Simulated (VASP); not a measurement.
# MoS2 (Pm) in VASP: single point with PBE

Aim: the single point of MoS2 with PBE.

Everything below comes from runs of VASP 6.6.1. Logs are shortened: lines on timing, memory, paths and dates and some standing lists are left out, and cuts for length are marked.

### 1 The cell of the first run

It takes space group Pm (No. 6, monoclinic). Conventional cell: a = 3.186 Å, b = 14.510 Å, c = 3.186 Å, α = 90.00°, β = 120.00°, γ = 90.00°. Mo (site symmetry m) has 6 S at 2.36 to 2.46 Å and 6 Mo at 3.19 Å within 3.2 Å. Within 3.2 Å of Mo (site symmetry m) lie 6 S at 2.41 Å and 6 Mo at 3.19 Å. Within 3.2 Å of S (site symmetry 1) lie 3 Mo at 2.41 Å and 7 S at 3.13 to 3.19 Å. S (site symmetry 1) has 3 Mo at 2.36 to 2.46 Å and 7 S at 3.13 to 3.19 Å within 3.2 Å.

### 2 Single point, PBE (atom 1 (Mo) moved +0.075 Å towards its neighbour atom 1 (Mo) at 3.186 Å)

Contents of INCAR:

```
PREC     = Accurate       # precision mode
ENCUT    = 520            # plane-wave cutoff, eV
EDIFF    = 1E-6           # SCF threshold, eV
ISMEAR   = 0              # smearing method
SIGMA    = 0.05           # smearing width, eV
LREAL    = False          # projectors in reciprocal space
LASPH    = True           # aspherical terms in the spheres
NELM     = 80             # most SCF steps
ALGO     = Normal         # electronic algorithm
ISIF     = 2              # what is computed and relaxed
LWAVE    = False          # write WAVECAR
LCHARG   = False          # write CHGCAR
GGA      = PE             # functional
NBANDS   = 35             # bands
```

Contents of KPOINTS:

```
regular mesh
0
Gamma
  12 12 2
```

Contents of POSCAR:

```
MoS2
1.0
    3.1855822578      0.0000000000      0.0000000000
   -1.5927911289      2.7587951611      0.0000000000
    0.0000000000      0.0000000000     14.5104515858
Mo S
2 4
Direct
    0.3097897567      0.6431230900      0.2500000000
    0.6666666667      0.3333333333      0.7500000000
    0.3333333333      0.6666666667      0.6423151295
    0.6666666667      0.3333333333      0.1423151295
    0.3333333333      0.6666666667      0.8576848705
    0.6666666667      0.3333333333      0.3576848705
```

Potentials or basis: VASP PAW PBE potentials, release 64 (Mo_sv, S).

Launch:

```sh
$ cat potpaw_PBE.64/Mo_sv/POTCAR potpaw_PBE.64/S/POTCAR > POTCAR
$ mpirun -np 1 vasp_std > vasp.out
```

OUTCAR:

```text
PREC = Accurate
   ENCUT = 520
   EDIFF = 1E-6
   ISMEAR = 0
   LREAL = False
   LASPH = True
   NELM = 80
   ISIF = 2
   GGA = PE

 ion  position               nearest neighbor table
   1  0.310  0.643  0.250-   4 2.36   6 2.36   4 2.41   6 2.41   4 2.46   6 2.46
   2  0.667  0.333  0.750-   3 2.41   5 2.41   3 2.41   5 2.41   3 2.41   5 2.41
   3  0.333  0.667  0.642-   2 2.41   2 2.41   2 2.41
   4  0.667  0.333  0.142-   1 2.36   1 2.41   1 2.46
   5  0.333  0.667  0.858-   2 2.41   2 2.41   2 2.41
   6  0.667  0.333  0.358-   1 2.36   1 2.41   1 2.46

  LATTYP: Found a hexagonal cell.
 ALAT       =     3.1855822578
 C/A-ratio  =     4.5550390514

  Lattice vectors:

 A1 = (   3.1855822578,   0.0000000000,   0.0000000000)
 A2 = (  -1.5927911289,   2.7587951611,   0.0000000000)
 A3 = (   0.0000000000,   0.0000000000,  14.5104515858)

Analysis of symmetry for initial positions (statically):
=====================================================================
 Subroutine PRICEL returns:
 Original cell was already a primitive cell.

 Routine SETGRP: Setting up the symmetry group for a
 hexagonal supercell.

 Subroutine GETGRP returns: Found  2 space group operations
 (whereof  1 operations were pure point group operations)
 out of a pool of 24 trial point group operations.

The static configuration has the point symmetry C_1 .
 The point group associated with its full space group is C_1h.

Analysis of symmetry for dynamics (positions and initial velocities):
=====================================================================
 Subroutine PRICEL returns:
 Original cell was already a primitive cell.

 Routine SETGRP: Setting up the symmetry group for a
 hexagonal supercell.

 Subroutine GETGRP returns: Found  2 space group operations
 (whereof  1 operations were pure point group operations)
 out of a pool of 24 trial point group operations.

The dynamic configuration has the point symmetry C_1 .
 The point group associated with its full space group is C_1h.

 Subroutine INISYM returns: Found  2 space group operations
 (whereof  1 operations are pure point group operations),
 and found     1 'primitive' translations

----------------------------------------------------------------------------------------

                                     Primitive cell

  volume of cell :     127.5232

  direct lattice vectors                    reciprocal lattice vectors
     3.185582258  0.000000000  0.000000000     0.313914355  0.181238537  0.000000000
    -1.592791129  2.758795161  0.000000000     0.000000000  0.362477075  0.000000000
     0.000000000  0.000000000 14.510451586     0.000000000  0.000000000  0.068915843

  length of vectors
     3.185582258  3.185582258 14.510451586     0.362477075  0.362477075  0.068915843

  position of ions in fractional coordinates (direct lattice)
     0.309789757  0.643123090  0.250000000
     0.666666667  0.333333333  0.750000000
     0.333333333  0.666666667  0.642315129
     0.666666667  0.333333333  0.142315129
     0.333333333  0.666666667  0.857684871
     0.666666667  0.333333333  0.357684871

  ion indices of the primitive-cell ions
   primitive index   ion index
                 1           1
                 2           2
                 3           3
                 4           4
                 5           5
                 6           6

----------------------------------------------------------------------------------------

 KPOINTS: regular mesh

Automatic generation of k-mesh.
 Grid dimensions read from file:
 generate k-points for:   12   12    2

 Generating k-lattice:

  Cartesian coordinates                     Fractional coordinates (reciprocal lattice)
     0.026159530  0.015103211  0.000000000     0.083333333  0.000000000  0.000000000
     0.000000000  0.030206423  0.000000000     0.000000000  0.083333333  0.000000000
     0.000000000  0.000000000  0.034457921     0.000000000  0.000000000  0.500000000

  Length of vectors
     0.030206423  0.030206423  0.034457921

  Shift w.r.t. Gamma in fractional coordinates (k-lattice)
     0.000000000  0.000000000  0.000000000

 Subroutine IBZKPT returns following result:
 ===========================================

 Found    148 irreducible k-points:

 Following reciprocal coordinates:
            Coordinates               Weight
  0.000000  0.000000  0.000000      1.000000
  0.083333 -0.000000  0.000000      2.000000
  0.000000  0.083333  0.000000      2.000000
 -0.083333  0.083333  0.000000      2.000000
  0.166667 -0.000000  0.000000      2.000000
  0.000000  0.166667  0.000000      2.000000
[... 16 lines left out ...]
  0.166667  0.083333  0.000000      2.000000
 -0.083333  0.250000  0.000000      2.000000
 [... further k-points ...]
   k-points           NKPTS =    148   k-points in BZ     NKDIM =    148   number of bands    NBANDS=     35
   number of dos      NEDOS =    301   number of ions     NIONS =      6
   total plane-waves  NPLWV =  62208
   dimension x,y,z NGX =    24 NGY =   24 NGZ =  108
   dimension x,y,z NGXF=    48 NGYF=   48 NGZF=  216
   ions per type =               2   4
   NGX,Y,Z   is equivalent  to a cutoff of  12.52, 12.52, 12.37 a.u.
   NGXF,Y,Z  is equivalent  to a cutoff of  25.05, 25.05, 24.75 a.u.
 SYSTEM =  unknown system
   PREC   = accura    normal or accurate (medium, high low for compatibility)
   ISTART =      0    job   : 0-new  1-cont  2-samecut
   ICHARG =      2    charge: 1-file 2-atom 10-const
   ISPIN  =      1    spin polarized calculation?
   LNONCOLLINEAR =      F non collinear calculations
   LSORBIT =      F    spin-orbit coupling
   LASPH  =      T    aspherical Exc in radial PAW
   ENCUT  =  520.0 eV  38.22 Ry    6.18 a.u.   5.92  5.92 26.98*2*pi/ulx,y,z
   NELM   =     80;   NELMIN=  2; NELMDL= -5     # of ELM steps
   EDIFF  = 0.1E-05   stopping-criterion for ELM
   LREAL  =      F    real-space projection
   EDIFFG = 0.1E-04   stopping-criterion for IOM
   NSW    =      0    number of steps for IOM
   IBRION =     -1    ionic relax: 0-MD 1-quasi-New 2-CG
   NFREE  =      0    steps in history (QN), initial steepest desc. (CG)
   ISIF   =      2    stress and relaxation
   ISYM   =      2    0-nonsym 1-usesym 2-fastsym
   POTIM  = 0.5000    time-step for ionic-motion
   TEBEG  =    0.0;   TEEND  =   0.0 temperature during run
   PSTRESS=    0.0 pullay stress
   NELECT =      52.0000    total number of electrons
   NUPDOWN=      -1.0000    fix difference up-down
   EMIN   =  10.00;   EMAX   =-10.00  energy-range for DOS
   EFERMI =   0.00;   METHOD = LEGACY
   ISMEAR =     0;   SIGMA  =   0.05  broadening in eV -4-tet -1-fermi 0-gaus
   EFERMI_NEDOS =   21; number of points for ismear=-14 and -15
   IALGO  =     38    algorithm
   IMIX   =      4    mixing-type and parameters
     AMIX     =   0.40;   BMIX     =  1.00
     AMIX_MAG =   1.60;   BMIX_MAG =  1.00
  volume/ion in A,a.u.               =      21.25       143.43
  Fermi-wavevector in a.u.,A,eV,Ry     =   1.213984  2.294097 20.051675  1.473757
  Thomas-Fermi vector in A             =   2.349418
   LORBIT       =      0    0 simple, 1 ext, 2 COOP (PROOUT), +10 PAW based schemes
   GGA     = PE    functional components
   LHFCALC =     F    Hartree Fock is set to
   AEXX    =    0.0000 exact exchange contribution
   IVDW    =     0    specifies the selected vdW correction
   LEPSILON=     F    determine dielectric tensor
   LRPA    =     F    only Hartree local field effects (RPA)
 non-spin polarized calculation
 Gauss-broadening in eV      SIGMA  =   0.05
  energy-cutoff  :      520.00
  volume of cell :      127.52
 maximum number of plane-waves:      3466
   NGX = 11   NGY = 11   NGZ = 53

 number of electron      52.0000002 magnetization

 Free energy of the ion-electron system (eV)
  ---------------------------------------------------
  ext. energy  EPLUGINS =         0.00000000
  ---------------------------------------------------
  free energy    TOTEN  =       -43.66009896 eV

  energy without entropy =      -43.66009896  energy(sigma->0) =      -43.66009896

 E-fermi :   5.3590     XC(G=0):  -9.5837

 val. band max:        5.0306753679   @ k =   0.0000   0.0000   0.0000
 cond. band min:       6.4558086670   @ k =   0.3333   0.3333   0.0000
 fundamental gap:      1.4251332991
 Fermi energy:         5.3590051292

 k-point     1 :       0.0000    0.0000    0.0000
  band No.  band energies     occupation
      1     -56.0761      2.00000
      2     -56.0718      2.00000
      3     -30.2142      2.00000
      4     -30.2133      2.00000
      5     -30.0163      2.00000
      6     -30.0121      2.00000
[... 27 lines left out ...]
     34       7.9278      0.00000
     35      10.7145      0.00000

 k-point     2 :       0.0833   -0.0000    0.0000
  band No.  band energies     occupation
      1     -56.0736      2.00000
      2     -56.0693      2.00000
      3     -30.2092      2.00000
      4     -30.2084      2.00000
      5     -30.0410      2.00000
      6     -30.0373      2.00000
[... 27 lines left out ...]
     34       7.8004      0.00000
     35      11.1169      0.00000

 k-point     3 :       0.0000    0.0833    0.0000
  band No.  band energies     occupation
      1     -56.0736      2.00000
      2     -56.0694      2.00000
      3     -30.2094      2.00000
      4     -30.2084      2.00000
      5     -30.0373      2.00000
      6     -30.0272      2.00000
[... 27 lines left out ...]
     34       8.0618      0.00000
     35      11.1246      0.00000
[... 723 lines left out ...]
 k-point    23 :       0.1667    0.0833    0.0000
  band No.  band energies     occupation
      1     -56.0611      2.00000
      2     -56.0567      2.00000
      3     -30.1839      2.00000
      4     -30.1833      2.00000
      5     -30.1598      2.00000
      6     -30.1597      2.00000
[... 27 lines left out ...]
     34       8.5605      0.00000
     35      12.0663      0.00000

 k-point    24 :      -0.0833    0.2500    0.0000
  band No.  band energies     occupation
      1     -56.0611      2.00000
      2     -56.0569      2.00000
      3     -30.1850      2.00000
      4     -30.1833      2.00000
      5     -30.1598      2.00000
      6     -30.1448      2.00000
[... 27 lines left out ...]
     34       8.6922      0.00000
     35      12.0572      0.00000

 [... further k-points ...]

------------------------ aborting loop because EDIFF is reached ----------------------------------------

  FORCE on cell =-STRESS in cart. coord.  units (eV):
  Direction    XX          YY          ZZ          XY          YZ          ZX
  --------------------------------------------------------------------------------------
  -------------------------------------------------------------------------------------
  Total        0.3815258     -0.4088228      0.0911556      0.2142521      0.0000000      0.0000000
  in kB        4.7934183     -5.1363726      1.1452621      2.6918224      0.0000000      0.0000000
  external PRESSURE =       0.2674359 kB  Pullay stress =       0.0000000 kB

 VOLUME and BASIS-vectors are now :
 -----------------------------------------------------------------------------
  energy-cutoff  :      520.00
  volume of cell :      127.52
      direct lattice vectors                 reciprocal lattice vectors
     3.185582258  0.000000000  0.000000000     0.313914355  0.181238537  0.000000000
    -1.592791129  2.758795161  0.000000000     0.000000000  0.362477075  0.000000000
     0.000000000  0.000000000 14.510451586     0.000000000  0.000000000  0.068915843

 POSITION                                       TOTAL-FORCE (eV/Angst)
 -----------------------------------------------------------------------------------
     -0.03750      1.77424      3.62761         0.750300      1.257097      0.000000
      1.59279      0.91960     10.88284        -0.000085     -0.000170      0.000000
     -0.00000      1.83920      9.32028        -0.000007      0.000007      0.015160
      1.59279      0.91960      2.06506        -0.375100     -0.628470     -0.047101
     -0.00000      1.83920     12.44539        -0.000007      0.000007     -0.015160
      1.59279      0.91960      5.19017        -0.375100     -0.628470      0.047101
 -----------------------------------------------------------------------------------
    total drift:                               -0.000142     -0.000235      0.000000

  FREE ENERGIE OF THE ION-ELECTRON SYSTEM (eV)
  ---------------------------------------------------
  free  energy   TOTEN  =       -43.6600989642 eV

  energy  without entropy=      -43.6600989642  energy(sigma->0) =      -43.66009896
```

Run time: 15 min. Hardware: 1 thread of Intel Xeon 8259CL, shared host; peak memory 0.6 GiB.

What came out:

```
Free energy            : -43.6601 eV
Pressure               : 0.0 GPa
Largest force          : 1.464 eV/Å
Band gap on the k mesh : 1.43 eV (least direct gap 1.65 eV)
```

Forces on the atoms (eV/Å):
```
Mo   0.750  1.257  0.000
Mo   0.000  0.000  0.000
S    0.000  0.000  0.015
S   -0.375 -0.628 -0.047
S    0.000  0.000 -0.015
S   -0.375 -0.628  0.047
```

Stress tensor (GPa, compression positive):
```
 0.48  0.27  0.00
 0.27 -0.51  0.00
 0.00  0.00  0.11
```

Caveat: the cell differs from its parent crystal (atom 1 (Mo) moved +0.075 Å towards its neighbour atom 1 (Mo) at 3.186 Å); this functional lacks dispersion, which binds layers or chains, so the pressure and a relaxed spacing across them are unreliable; forces of over 1 eV/Å act on the atoms, so gaps and moduli don't describe the material at rest.
